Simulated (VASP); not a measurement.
Wanted: the native input for a VASP 6.6.1 run.

```yaml
Task: single point
Functional: PBE
Potentials_or_basis: VASP PAW PBE potentials, release 64 (K_sv, Zr_sv, N)
Cutoff: 520 eV
k_mesh: 4 × 4 × 4
Occupations: gaussian, width 0.1 eV
Spin: no spin polarisation
Dipole_correction: no
Further_INCAR_settings: ALGO = Normal; EDIFF = 1e-06; NBANDS = 20
```

The structure of KZrN lies in POSCAR:

```
KZrN
1.0
    4.2096382228      0.0000000000      0.0000000000
    0.0000000000      4.2096382228      0.0000000000
    0.0000000000      0.0000000000      4.1727456596
K Zr N
1 1 1
Direct
    0.0000000000      0.0000000000      0.0000000000
    0.5000000000      0.5000000000      0.5000000000
    0.5000000000      0.5000000000      0.0000000000
```

These files were run (other wordings do the same):

INCAR

```
PREC     = Accurate       # precision mode
ENCUT    = 520            # plane-wave cutoff, eV
EDIFF    = 1E-6           # SCF threshold, eV
ISMEAR   = 0              # smearing method
SIGMA    = 0.1            # smearing width, eV
LREAL    = False          # projectors in reciprocal space
LASPH    = True           # aspherical terms in the spheres
NELM     = 100            # most SCF steps
ALGO     = Normal         # electronic algorithm
ISIF     = 2              # what is computed and relaxed
LWAVE    = False          # write WAVECAR
LCHARG   = False          # write CHGCAR
GGA      = PE             # functional
NBANDS   = 20             # bands
```

KPOINTS

```
Automatic mesh
0
Gamma
  4 4 4
```

Potentials or basis: VASP PAW PBE potentials, release 64 (K_sv, Zr_sv, N).

Run with:

```console
$ cat potpaw_PBE.64/K_sv/POTCAR potpaw_PBE.64/Zr_sv/POTCAR potpaw_PBE.64/N/POTCAR > POTCAR
$ mpirun -np 1 vasp_std > vasp.out
```

Results of the run:

| Property | Result |
| --- | --- |
| Pressure | 0.2 GPa |
| Band gap on the k mesh | zero (band 13 reaches 3.15 eV, above the bottom of band 14 at 2.78 eV) |

Caveat: the k points lie up to 0.38 Å⁻¹ apart.

Run time: 40 s on 1 thread of Oxide Virtual Turin-like Processor, on a shared host, peak memory 0.15 GiB.
